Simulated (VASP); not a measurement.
# Ti (I4/mmm) in VASP: notebook

Runs on Ti. Level: r2SCAN. Tasks: single point.

Everything below comes from runs of VASP 6.6.1. Logs are shortened: lines on timing, memory, paths and dates and some standing lists are left out, and cuts for length are marked.

**1. The cell of the first run**

It takes space group I4/mmm (No. 139, tetragonal). Conventional cell: a = 3.413 Å, b = 3.413 Å, c = 3.545 Å, α = 90.00°, β = 90.00°, γ = 90.00°. Ti (site symmetry 4/mmm) has 14 Ti at 2.99 to 3.54 Å within 3.9 Å.

**2. Single point, r2SCAN (strain +0.040 along x and y, +0.080 along z)**

The input, POSCAR:

```
Ti
1.0
   -1.7066400000      1.7066400000      1.7722800000
    1.7066400000     -1.7066400000      1.7722800000
    1.7066400000      1.7066400000     -1.7722800000
Ti
1
Direct
    0.0000000000      0.0000000000      0.0000000000
```

The input, INCAR.step1:

```
SYSTEM = Ti
  ALGO = Normal
  EDIFF = 1E-4
  ENCUT = 520
  GGA = PE
  ISMEAR = 0
  LASPH = .True.
  LCHARG = .False.
  LREAL = .False.
  LWAVE = .True.
  NBANDS = 12
  NELM = 60
  PREC = Accurate
  SIGMA = 0.15
```

The input, INCAR.step2:

```
SYSTEM = Ti
  ALGO = Normal
  EDIFF = 1E-7
  ENCUT = 520
  ISIF = 2
  ISMEAR = 0
  ISTART = 1
  LASPH = .True.
  LCHARG = .True.
  LELF = .True.
  LMIXTAU = .True.
  LREAL = .False.
  LVHAR = .True.
  LWAVE = .False.
  METAGGA = R2SCAN
  NBANDS = 12
  NELM = 60
  PREC = Accurate
  SIGMA = 0.15
```

The input, KPOINTS:

```
k-points
0
Gamma
  20 20 20
  0 0 0
```

Potentials or basis: VASP PAW PBE potentials, release 64 (Ti_sv).

Run with:

```
> cat potpaw_PBE.64/Ti_sv/POTCAR > POTCAR
> cp INCAR.step1 INCAR
> mpirun -np 1 vasp_std > vasp.out
> cp INCAR.step2 INCAR
> mpirun -np 1 vasp_std > vasp.out
```

OUTCAR:

```text
SYSTEM = Ti
   EDIFF = 1E-7
   ENCUT = 520
   ISIF = 2
   ISMEAR = 0
   ISTART = 1
   LASPH = .True.
   LREAL = .False.
   METAGGA = R2SCAN
   NELM = 60
   PREC = Accurate

 ion  position               nearest neighbor table
   1  0.000  0.000  0.000-

  LATTYP: Found a body centered tetragonal cell.
 ALAT       =     3.4132800000
 C/A-ratio  =     1.0384615385

  Lattice vectors:

 A1 = (  -1.7066400000,   1.7066400000,   1.7722800000)
 A2 = (   1.7066400000,  -1.7066400000,   1.7722800000)
 A3 = (   1.7066400000,   1.7066400000,  -1.7722800000)

Analysis of symmetry for initial positions (statically):
=====================================================================
 Subroutine PRICEL returns:
 Original cell was already a primitive cell.

 Routine SETGRP: Setting up the symmetry group for a
 body centered tetragonal supercell.

 Subroutine GETGRP returns: Found 16 space group operations
 (whereof 16 operations were pure point group operations)
 out of a pool of 16 trial point group operations.

The static configuration has the point symmetry D_4h.

Analysis of symmetry for dynamics (positions and initial velocities):
=====================================================================
 Subroutine PRICEL returns:
 Original cell was already a primitive cell.

 Routine SETGRP: Setting up the symmetry group for a
 body centered tetragonal supercell.

 Subroutine GETGRP returns: Found 16 space group operations
 (whereof 16 operations were pure point group operations)
 out of a pool of 16 trial point group operations.

The dynamic configuration has the point symmetry D_4h.

 Subroutine INISYM returns: Found 16 space group operations
 (whereof 16 operations are pure point group operations),
 and found     1 'primitive' translations

----------------------------------------------------------------------------------------

                                     Primitive cell

  volume of cell :      20.6479

  direct lattice vectors                    reciprocal lattice vectors
    -1.706640000  1.706640000  1.772280000     0.000000000  0.292973328  0.282122464
     1.706640000 -1.706640000  1.772280000     0.292973328  0.000000000  0.282122464
     1.706640000  1.706640000 -1.772280000     0.292973328  0.292973328  0.000000000

  length of vectors
     2.994364136  2.994364136  2.994364136     0.406726512  0.406726512  0.414326853

  position of ions in fractional coordinates (direct lattice)
     0.000000000  0.000000000  0.000000000

[... 76 lines left out ...]
   LREAL  =      F    real-space projection
   EDIFFG = 0.1E-05   stopping-criterion for IOM
   NSW    =      0    number of steps for IOM
   IBRION =     -1    ionic relax: 0-MD 1-quasi-New 2-CG
   NFREE  =      0    steps in history (QN), initial steepest desc. (CG)
   ISIF   =      2    stress and relaxation
   ISYM   =      2    0-nonsym 1-usesym 2-fastsym
   POTIM  = 0.5000    time-step for ionic-motion
   TEBEG  =    0.0;   TEEND  =   0.0 temperature during run
   PSTRESS=    0.0 pullay stress
   NELECT =      12.0000    total number of electrons
   NUPDOWN=      -1.0000    fix difference up-down
   EMIN   =  10.00;   EMAX   =-10.00  energy-range for DOS
   EFERMI =   0.00;   METHOD = LEGACY
   ISMEAR =     0;   SIGMA  =   0.15  broadening in eV -4-tet -1-fermi 0-gaus
   EFERMI_NEDOS =   21; number of points for ismear=-14 and -15
   IALGO  =     38    algorithm
   IMIX   =      4    mixing-type and parameters
     AMIX     =   0.40;   BMIX     =  1.00
     AMIX_MAG =   1.60;   BMIX_MAG =  1.00
  volume/ion in A,a.u.               =      20.65       139.34
  Fermi-wavevector in a.u.,A,eV,Ry     =   1.366186  2.581717 25.394790  1.866464
  Thomas-Fermi vector in A             =   2.492349
   LORBIT       =      0    0 simple, 1 ext, 2 COOP (PROOUT), +10 PAW based schemes
   METAGGA = R2SCAN    functional components
   LHFCALC =     F    Hartree Fock is set to
   AEXX    =    0.0000 exact exchange contribution
   IVDW    =     0    specifies the selected vdW correction
   LEPSILON=     F    determine dielectric tensor
   LRPA    =     F    only Hartree local field effects (RPA)
 non-spin polarized calculation
 Gauss-broadening in eV      SIGMA  =   0.15
  energy-cutoff  :      520.00
  volume of cell :       20.65
 maximum number of plane-waves:       575
   NGX = 11   NGY = 11   NGZ = 11

 number of electron      12.0000002 magnetization

 Free energy of the ion-electron system (eV)
  ---------------------------------------------------
  ext. energy  EPLUGINS =         0.00000000
  ---------------------------------------------------
  free energy    TOTEN  =       -12.65622232 eV

  energy without entropy =      -12.62414345  energy(sigma->0) =      -12.64018288

 E-fermi :   6.4294     XC(G=0): -11.5450

 val. band max:        6.4281894626   @ k =  -0.2000  -0.4500   0.0500
 cond. band min:       6.4306833830   @ k =  -0.3000   0.3000   0.0000
 fundamental gap:      0.0024939204
 Fermi energy:         6.4294034289

 k-point     1 :       0.0000    0.0000    0.0000
  band No.  band energies     occupation
      1     -52.8932      2.00000
      2     -27.8458      2.00000
      3     -27.8458      2.00000
      4     -27.8395      2.00000
      5       0.4905      2.00000
      6       7.3014      0.00000
      7       7.3014      0.00000
      8       7.5412      0.00000
      9       8.6639      0.00000
     10       8.9348      0.00000
     11      22.8919      0.00000
     12      23.5183      0.00000
[... 331 lines left out ...]
 k-point    24 :      -0.3500    0.0500    0.0000
  band No.  band energies     occupation
      1     -52.8446      2.00000
      2     -28.1306      2.00000
      3     -27.9352      2.00000
      4     -27.8461      2.00000
      5       3.1948      2.00000
      6       6.5617      0.21218
      7       6.5868      0.13786
      8       8.5432      0.00000
      9       9.0092      0.00000
     10       9.1857      0.00000
     11      16.5576      0.00000
     12      20.3296      0.00000

 [... further k-points ...]
[... 5 lines left out ...]
  --------------------------------------------------------------------------------------
  -------------------------------------------------------------------------------------
  Total       -1.9356541     -1.9356541     -1.7304777      0.0000000      0.0000000      0.0000000
  in kB     -150.1973150   -150.1973150   -134.2766245      0.0000000      0.0000000      0.0000000
  external PRESSURE =    -144.8904182 kB  Pullay stress =       0.0000000 kB

 VOLUME and BASIS-vectors are now :
 -----------------------------------------------------------------------------
  energy-cutoff  :      520.00
  volume of cell :       20.65
      direct lattice vectors                 reciprocal lattice vectors
    -1.706640000  1.706640000  1.772280000     0.000000000  0.292973328  0.282122464
     1.706640000 -1.706640000  1.772280000     0.292973328  0.000000000  0.282122464
     1.706640000  1.706640000 -1.772280000     0.292973328  0.292973328  0.000000000

 POSITION                                       TOTAL-FORCE (eV/Angst)
 -----------------------------------------------------------------------------------
      0.00000      0.00000      0.00000         0.000000     -0.000000      0.000000
 -----------------------------------------------------------------------------------
    total drift:                                0.000000     -0.000000      0.000000

  FREE ENERGIE OF THE ION-ELECTRON SYSTEM (eV)
  ---------------------------------------------------
  free  energy   TOTEN  =       -12.6562223155 eV

  energy  without entropy=      -12.6241434537  energy(sigma->0) =      -12.64018288
```

OUTCAR.step1:

```text
SYSTEM = Ti
   EDIFF = 1E-4
   ENCUT = 520
   GGA = PE
   ISMEAR = 0
   LASPH = .True.
[... 578 lines left out ...]
 -----------------------------------------------------------------------------------
      0.00000      0.00000      0.00000         0.000000     -0.000000      0.000000
 -----------------------------------------------------------------------------------
    total drift:                               -0.000000     -0.000000     -0.000000

  FREE ENERGIE OF THE ION-ELECTRON SYSTEM (eV)
  ---------------------------------------------------
  free  energy   TOTEN  =        -7.5700627147 eV

  energy  without entropy=       -7.5361963506  energy(sigma->0) =       -7.55312953
```

Wall time 13 min (1 thread of AMD EPYC 7R43 (Zen 3), shared host); peak memory 0.22 GiB.

Results:

```yaml
Free_energy: -12.6562 eV
Pressure: -14.5 GPa
Band_gap_on_the_k_mesh: zero (band 6 reaches 7.34 eV, above the bottom of band 7 at 5.85 eV)
```

Caveat: the cell differs from its parent crystal (strain +0.040 along x and y, +0.080 along z); the PAW data sets were made with another functional, which shifts forces and pressure a little.

**3. Single point, r2SCAN (strain +0.080 along x and y, +0.040 along z)**

The input, POSCAR:

```
Ti
1.0
   -1.7722800000      1.7722800000      1.7066400000
    1.7722800000     -1.7722800000      1.7066400000
    1.7722800000      1.7722800000     -1.7066400000
Ti
1
Direct
    0.0000000000      0.0000000000      0.0000000000
```

The input, INCAR.step1:

```
  ALGO = Normal
  EDIFF = 1E-4
  ENCUT = 520
  GGA = PE
  ISMEAR = 0
  LASPH = T
  LCHARG = F
  LREAL = F
  LWAVE = T
  NBANDS = 12
  NELM = 60
  PREC = Accurate
  SIGMA = 0.15
```

The input, INCAR.step2:

```
  ALGO = Normal
  EDIFF = 1E-7
  ENCUT = 520
  ISIF = 2
  ISMEAR = 0
  ISTART = 1
  LASPH = T
  LCHARG = F
  LMIXTAU = T
  LREAL = F
  LWAVE = F
  METAGGA = R2SCAN
  NBANDS = 12
  NELM = 60
  PREC = Accurate
  SIGMA = 0.15
```

The input, KPOINTS:

```
k-points
0
Gamma
  20 20 20
```

Potentials or basis: VASP PAW PBE potentials, release 64 (Ti_sv).

Run with:

```
> cat potpaw_PBE.64/Ti_sv/POTCAR > POTCAR
> cp INCAR.step1 INCAR
> mpirun -np 1 vasp_std > vasp.out
> cp INCAR.step2 INCAR
> mpirun -np 1 vasp_std > vasp.out
```

Wall time 15 min (1 thread of AMD EPYC 7R43 (Zen 3), shared host); peak memory 0.24 GiB.

Results (log left out):

```
Free energy            : -12.5799 eV
Pressure               : -16.4 GPa
Band gap on the k mesh : zero (band 6 reaches 6.99 eV, above the bottom of band 7 at 5.54 eV)
```

Stress tensor (GPa, compression positive):
```
-15.89   0.00   0.00
  0.00 -15.89   0.00
  0.00   0.00 -17.50
```

Levels at points of the mesh, in eV from the Fermi level:
| k point | band 3 | band 4 | band 5 | band 6 | band 7 | band 8 | band 9 | band 10 |
| --- | --- | --- | --- | --- | --- | --- | --- | --- |
| (0.00, 0.00, 0.00) | -34.38 | -34.38 | -5.84 | 0.75 | 0.99 | 0.99 | 2.13 | 2.40 |
| (0.50, 0.00, 0.00) | -34.49 | -34.39 | -2.09 | -0.28 | 0.56 | 2.29 | 2.58 | 3.40 |
| (0.50, 0.50, 0.00) | -34.49 | -34.37 | -2.14 | 0.00 | 0.34 | 2.06 | 2.46 | 3.38 |
| (0.50, 0.50, 0.50) | -34.63 | -34.61 | -1.64 | -1.59 | 3.13 | 3.13 | 3.15 | 6.82 |

Caveat: the cell differs from its parent crystal (strain +0.080 along x and y, +0.040 along z); the PAW data sets were made with another functional, which shifts forces and pressure a little.
